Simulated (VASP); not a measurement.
A run of VASP 6.6.1 is set up as follows.

The input INCAR:

```
SYSTEM = Hg
PREC = Accurate
ENCUT = 520
EDIFF = 1E-6
ISMEAR = 0
SIGMA = 0.15
LREAL = .FALSE.
LASPH = .TRUE.
NELM = 60
ALGO = Fast
ISIF = 2
LWAVE = .FALSE.
LCHARG = .FALSE.
GGA = PE
IVDW = 12
NBANDS = 19
```

The input KPOINTS:

```
Automatic mesh
0
G
  15 15 8
  0 0 0
```

File POSCAR:

```
Hg
1.0
    3.5198000000      0.0000000000      0.0000000000
   -1.7599000000      3.0482362162      0.0000000000
    0.0000000000      0.0000000000      5.4448000000
Hg
2
Direct
    0.6666666667      0.3333333333      0.7500000000
    0.3333333333      0.6666666667      0.2500000000
```

Potentials or basis: VASP PAW PBE potentials, release 64 (Hg).

The run is started by

```sh
$ cat potpaw_PBE.64/Hg/POTCAR > POTCAR
$ mpirun -np 1 vasp_std > vasp.out
```

Estimate the band gap on the k mesh.

zero (bands 12 and 13 overlap by 0.04 eV).

What does it give for the dispersion energy per atom?

-0.359 eV.

Stress tensor (GPa, compression positive):
```
-1.27  0.00  0.00
 0.00 -1.27  0.00
 0.00  0.00 -1.07
```

Caveat: spin-orbit coupling is left out, which moves the levels of the heavy elements.
